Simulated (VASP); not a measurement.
# AlN (Fm-3m) in VASP: a series of runs

The runs below take AlN through single point, with r2SCAN, PBE, PBEsol.

Program: VASP 6.6.1. These are calculated values, not measurements. Logs are shortened: lines on timing, memory, paths and dates and some standing lists are left out, and cuts for length are marked.

### 1 The cell of the first run

It takes space group Fm-3m (No. 225, cubic). Conventional cell: a = 4.149 Å, b = 4.149 Å, c = 4.149 Å, α = 90.00°, β = 90.00°, γ = 90.00°. Within 2.7 Å of Al (site symmetry m-3m) lie 6 N at 2.07 Å. N (site symmetry m-3m) has 6 Al at 2.07 Å within 2.7 Å.

### 2 Single point, r2SCAN

Input file POSCAR:

```
AlN
1.0
    0.0000000000      2.0744206402      2.0744206402
    2.0744206402      0.0000000000      2.0744206402
    2.0744206402      2.0744206402      0.0000000000
Al N
1 1
Direct
    0.5000000000      0.5000000000      0.5000000000
    0.0000000000      0.0000000000      0.0000000000
```

Input file INCAR.step1:

```
PREC = Accurate
ENCUT = 520
ISMEAR = -1
SIGMA = 0.05
LREAL = False
LASPH = True
NELM = 60
NBANDS = 11
GGA = PE
ALGO = Normal
EDIFF = 1E-4
LWAVE = True
LCHARG = False
```

Input file INCAR.step2:

```
PREC = Accurate
ENCUT = 520
EDIFF = 1E-6
ISMEAR = -1
SIGMA = 0.05
LREAL = False
LASPH = True
NELM = 60
ALGO = Normal
ISIF = 2
LWAVE = False
LCHARG = True
METAGGA = R2SCAN
LMIXTAU = True
LELF = True
LVHAR = True
NBANDS = 11
ISTART = 1
```

Input file KPOINTS:

```
Automatic mesh
0
Gamma
  11 11 11
```

Potentials or basis: VASP PAW PBE potentials, release 64 (Al, N).

On the command line:

```
$ cat potpaw_PBE.64/Al/POTCAR potpaw_PBE.64/N/POTCAR > POTCAR
$ cp INCAR.step1 INCAR
$ mpirun -np 1 vasp_std > vasp.out
$ cp INCAR.step2 INCAR
$ mpirun -np 1 vasp_std > vasp.out
```

OUTCAR:

```text
PREC = Accurate
   ENCUT = 520
   EDIFF = 1E-6
   ISMEAR = -1
   LREAL = False
   LASPH = True
   NELM = 60
   ISIF = 2
   METAGGA = R2SCAN
   ISTART = 1

 ion  position               nearest neighbor table
   1  0.500  0.500  0.500-   2 2.07   2 2.07   2 2.07   2 2.07   2 2.07   2 2.07
   2  0.000  0.000  0.000-   1 2.07   1 2.07   1 2.07   1 2.07   1 2.07   1 2.07

  LATTYP: Found a face centered cubic cell.
 ALAT       =     4.1488412804

  Lattice vectors:

 A1 = (   0.0000000000,   2.0744206402,   2.0744206402)
 A2 = (   2.0744206402,   0.0000000000,   2.0744206402)
 A3 = (   2.0744206402,   2.0744206402,   0.0000000000)

Analysis of symmetry for initial positions (statically):
=====================================================================
 Subroutine PRICEL returns:
 Original cell was already a primitive cell.

 Routine SETGRP: Setting up the symmetry group for a
 face centered cubic supercell.

 Subroutine GETGRP returns: Found 48 space group operations
 (whereof 48 operations were pure point group operations)
 out of a pool of 48 trial point group operations.

The static configuration has the point symmetry O_h .

Analysis of symmetry for dynamics (positions and initial velocities):
=====================================================================
 Subroutine PRICEL returns:
 Original cell was already a primitive cell.

 Routine SETGRP: Setting up the symmetry group for a
 face centered cubic supercell.

 Subroutine GETGRP returns: Found 48 space group operations
 (whereof 48 operations were pure point group operations)
 out of a pool of 48 trial point group operations.

The dynamic configuration has the point symmetry O_h .

 Subroutine INISYM returns: Found 48 space group operations
 (whereof 48 operations are pure point group operations),
 and found     1 'primitive' translations

----------------------------------------------------------------------------------------

                                     Primitive cell

  volume of cell :      17.8534

  direct lattice vectors                    reciprocal lattice vectors
     0.000000000  2.074420640  2.074420640    -0.241031154  0.241031154  0.241031154
     2.074420640  0.000000000  2.074420640     0.241031154 -0.241031154  0.241031154
     2.074420640  2.074420640  0.000000000     0.241031154  0.241031154 -0.241031154

  length of vectors
     2.933673803  2.933673803  2.933673803     0.417478204  0.417478204  0.417478204

  position of ions in fractional coordinates (direct lattice)
[... 81 lines left out ...]
   EDIFFG = 0.1E-04   stopping-criterion for IOM
   NSW    =      0    number of steps for IOM
   IBRION =     -1    ionic relax: 0-MD 1-quasi-New 2-CG
   NFREE  =      0    steps in history (QN), initial steepest desc. (CG)
   ISIF   =      2    stress and relaxation
   ISYM   =      2    0-nonsym 1-usesym 2-fastsym
   POTIM  = 0.5000    time-step for ionic-motion
   TEBEG  =    0.0;   TEEND  =   0.0 temperature during run
   PSTRESS=    0.0 pullay stress
   NELECT =       8.0000    total number of electrons
   NUPDOWN=      -1.0000    fix difference up-down
   EMIN   =  10.00;   EMAX   =-10.00  energy-range for DOS
   EFERMI =   0.00;   METHOD = LEGACY
   ISMEAR =    -1;   SIGMA  =   0.05  broadening in eV -4-tet -1-fermi 0-gaus
   EFERMI_NEDOS =   21; number of points for ismear=-14 and -15
   IALGO  =     38    algorithm
   IMIX   =      4    mixing-type and parameters
     AMIX     =   0.40;   BMIX     =  1.00
     AMIX_MAG =   1.60;   BMIX_MAG =  1.00
  volume/ion in A,a.u.               =       8.93        60.24
  Fermi-wavevector in a.u.,A,eV,Ry     =   1.252751  2.367356 21.352771  1.569384
  Thomas-Fermi vector in A             =   2.386636
   LORBIT       =      0    0 simple, 1 ext, 2 COOP (PROOUT), +10 PAW based schemes
   METAGGA = R2SCAN    functional components
   LHFCALC =     F    Hartree Fock is set to
   AEXX    =    0.0000 exact exchange contribution
   IVDW    =     0    specifies the selected vdW correction
   LEPSILON=     F    determine dielectric tensor
   LRPA    =     F    only Hartree local field effects (RPA)
 non-spin polarized calculation
  energy-cutoff  :      520.00
  volume of cell :       17.85
 maximum number of plane-waves:       531
 NGX is ok and might be reduce to    24
   NGX = 11   NGY = 11   NGZ = 11

 number of electron       8.0000002 magnetization

 Free energy of the ion-electron system (eV)
  ---------------------------------------------------
  ext. energy  EPLUGINS =         0.00000000
  ---------------------------------------------------
  free energy    TOTEN  =       -18.80232994 eV

  energy without entropy =      -18.80232994  energy(sigma->0) =      -18.80232994

 E-fermi :   9.7610     XC(G=0): -12.4994

 val. band max:        8.8108311044   @ k =   0.0000   0.0000   0.0000
 cond. band min:      13.6652938607   @ k =   0.4545   0.4545   0.0000
 fundamental gap:      4.8544627563
 Fermi energy:         9.7610073190

 k-point     1 :       0.0000    0.0000    0.0000
  band No.  band energies     occupation
      1      -8.9011      2.00000
      2       8.8108      2.00000
      3       8.8108      2.00000
      4       8.8108      2.00000
      5      14.2089      0.00000
      6      21.4574      0.00000
      7      21.4574      0.00000
      8      21.4574      0.00000
      9      26.7923      0.00000
     10      26.7923      0.00000
     11      27.0361      0.00000
[... 309 lines left out ...]
 k-point    24 :      -0.1818    0.1818    0.0000
  band No.  band energies     occupation
      1      -7.3249      2.00000
      2       4.3654      2.00000
      3       6.4686      2.00000
      4       8.3020      2.00000
      5      17.2845      0.00000
      6      19.2853      0.00000
      7      20.2233      0.00000
      8      21.7033      0.00000
      9      23.8063      0.00000
     10      27.8608      0.00000
     11      29.2841      0.00000

 [... further k-points ...]
[... 5 lines left out ...]
  --------------------------------------------------------------------------------------
  -------------------------------------------------------------------------------------
  Total       -2.2165796     -2.2165796     -2.2165796      0.0000000      0.0000000      0.0000000
  in kB     -198.9177096   -198.9177096   -198.9177096      0.0000000      0.0000000      0.0000000
  external PRESSURE =    -198.9177096 kB  Pullay stress =       0.0000000 kB

 VOLUME and BASIS-vectors are now :
 -----------------------------------------------------------------------------
  energy-cutoff  :      520.00
  volume of cell :       17.85
      direct lattice vectors                 reciprocal lattice vectors
     0.000000000  2.074420640  2.074420640    -0.241031154  0.241031154  0.241031154
     2.074420640  0.000000000  2.074420640     0.241031154 -0.241031154  0.241031154
     2.074420640  2.074420640  0.000000000     0.241031154  0.241031154 -0.241031154

 POSITION                                       TOTAL-FORCE (eV/Angst)
 -----------------------------------------------------------------------------------
      2.07442      2.07442      2.07442         0.000000     -0.000000      0.000000
      0.00000      0.00000      0.00000        -0.000000      0.000000      0.000000
 -----------------------------------------------------------------------------------
    total drift:                                0.000000     -0.000000     -0.000000

  FREE ENERGIE OF THE ION-ELECTRON SYSTEM (eV)
  ---------------------------------------------------
  free  energy   TOTEN  =       -18.8023299422 eV

  energy  without entropy=      -18.8023299422  energy(sigma->0) =      -18.80232994
```

Wall time 46 s (1 thread of AMD EPYC 7R43 (Zen 3), shared host); peak memory 0.1 GiB.

Results:

- Free energy: -18.8023 eV
- Pressure: -19.9 GPa
- Band gap on the k mesh: 4.85 eV, indirect (least direct gap 5.40 eV)

Caveat: the PAW data sets were made with another functional, which shifts forces and pressure a little.

### 3 Single point, PBE

This run uses another cell than the first one, of 8.25 Å³/atom, 0.925 times its volume.

Input file INCAR:

```
ALGO = Normal
EDIFF = 1E-6
ENCUT = 520
GGA = PE
ISIF = 2
ISMEAR = -1
LASPH = True
LCHARG = False
LREAL = False
LWAVE = False
NBANDS = 11
NELM = 100
PREC = Accurate
SIGMA = 0.05
```

Input file KPOINTS:

```
k-points
0
Gamma
  11 11 11
```

Input file POSCAR:

```
AlN
1.0
    0.0000000000      2.0208631053      2.0208631053
    2.0208631053      0.0000000000      2.0208631053
    2.0208631053      2.0208631053      0.0000000000
Al N
1 1
Direct
    0.5000000000      0.5000000000      0.5000000000
    0.0000000000      0.0000000000      0.0000000000
```

Potentials or basis: VASP PAW PBE potentials, release 64 (Al, N).

On the command line:

```
$ cat potpaw_PBE.64/Al/POTCAR potpaw_PBE.64/N/POTCAR > POTCAR
$ mpirun -np 1 vasp_std > vasp.out
```

OUTCAR:

```text
EDIFF = 1E-6
   ENCUT = 520
   GGA = PE
   ISIF = 2
   ISMEAR = -1
   LASPH = True
   LREAL = False
   NELM = 100
   PREC = Accurate

 ion  position               nearest neighbor table
   1  0.500  0.500  0.500-   2 2.02   2 2.02   2 2.02   2 2.02   2 2.02   2 2.02
   2  0.000  0.000  0.000-   1 2.02   1 2.02   1 2.02   1 2.02   1 2.02   1 2.02

  LATTYP: Found a face centered cubic cell.
 ALAT       =     4.0417262106

  Lattice vectors:

 A1 = (   0.0000000000,   2.0208631053,   2.0208631053)
 A2 = (   2.0208631053,   0.0000000000,   2.0208631053)
[... 513 lines left out ...]
      7      21.2131      0.00000
      8      22.6777      0.00000
      9      24.5245      0.00000
     10      28.6458      0.00000
     11      30.2035      0.00000

 [... further k-points ...]
[... 5 lines left out ...]
  --------------------------------------------------------------------------------------
  -------------------------------------------------------------------------------------
  Total        0.5469432      0.5469432      0.5469432      0.0000000     -0.0000000     -0.0000000
  in kB       53.0899284     53.0899284     53.0899284      0.0000000     -0.0000000     -0.0000000
  external PRESSURE =      53.0899284 kB  Pullay stress =       0.0000000 kB

 VOLUME and BASIS-vectors are now :
 -----------------------------------------------------------------------------
  energy-cutoff  :      520.00
  volume of cell :       16.51
      direct lattice vectors                 reciprocal lattice vectors
     0.000000000  2.020863105  2.020863105    -0.247419035  0.247419035  0.247419035
     2.020863105  0.000000000  2.020863105     0.247419035 -0.247419035  0.247419035
     2.020863105  2.020863105  0.000000000     0.247419035  0.247419035 -0.247419035

 POSITION                                       TOTAL-FORCE (eV/Angst)
 -----------------------------------------------------------------------------------
      2.02086      2.02086      2.02086         0.000000      0.000000     -0.000000
      0.00000      0.00000      0.00000         0.000000      0.000000      0.000000
 -----------------------------------------------------------------------------------
    total drift:                                0.000000     -0.000000     -0.000000

  FREE ENERGIE OF THE ION-ELECTRON SYSTEM (eV)
  ---------------------------------------------------
  free  energy   TOTEN  =       -14.5401970702 eV

  energy  without entropy=      -14.5401970702  energy(sigma->0) =      -14.54019707
```

OSZICAR:

```text
N       E                     dE             d eps       ncg     rms          rms(c)
DAV:   1     0.580489089891E+01    0.58049E+01   -0.38583E+03  1248   0.658E+02
DAV:   2    -0.157046462949E+02   -0.21510E+02   -0.20786E+02  1464   0.124E+02
DAV:   3    -0.162839218425E+02   -0.57928E+00   -0.57827E+00  1503   0.184E+01
DAV:   4    -0.162857661506E+02   -0.18443E-02   -0.18442E-02  1382   0.111E+00
DAV:   5    -0.162857802893E+02   -0.14139E-04   -0.14138E-04  1456   0.988E-02    0.760E+00
DAV:   6    -0.145603337083E+02    0.17254E+01   -0.74776E+00  1367   0.145E+01    0.270E+00
DAV:   7    -0.145459506495E+02    0.14383E-01   -0.18595E-01  1363   0.313E+00    0.178E+00
DAV:   8    -0.145405192323E+02    0.54314E-02   -0.15936E-02  1325   0.110E+00    0.337E-01
DAV:   9    -0.145401439161E+02    0.37532E-03   -0.15910E-03  1406   0.237E-01    0.150E-01
DAV:  10    -0.145402033925E+02   -0.59476E-04   -0.14254E-04  1384   0.875E-02    0.422E-02
DAV:  11    -0.145401973960E+02    0.59964E-05   -0.19713E-05  1430   0.249E-02    0.785E-03
DAV:  12    -0.145401970702E+02    0.32581E-06   -0.63645E-07   709   0.685E-03
   1 F= -.14540197E+02 E0= -.14540197E+02  d E =-.171684E-10
```

stdout:

```text
POSCAR found type information on POSCAR AlN
 POSCAR found :  2 types and       2 ions
 scaLAPACK will be used
 LDA part: xc-table for (Slater+PW92), standard interpolation
 POSCAR, INCAR and KPOINTS ok, starting setup
 FFT: planning ... GRIDC
 FFT: planning ... GRID_SOFT
 FFT: planning ... GRID
 WAVECAR not read
 entering main loop
```

It took 3.6 s on 1 thread of Intel Xeon 6975P-C (Granite Rapids), shared host; peak memory 0.13 GiB.

What came out:

```yaml
Free_energy: -14.5402 eV
Pressure: 5.3 GPa
Band_gap_on_the_k_mesh: 4.75 eV, indirect (least direct gap 5.70 eV)
```

Levels at points of the mesh, in eV from the valence-band top:
```csv
k point,band 1,band 2,band 3,band 4,band 5,band 6,band 7,band 8
"(0.00, 0.00, 0.00)",-17.56,0.00,0.00,0.00,5.70,12.17,12.17,12.17
```

A k mesh can miss the band edges.

(Continued in part 2 of 2.)
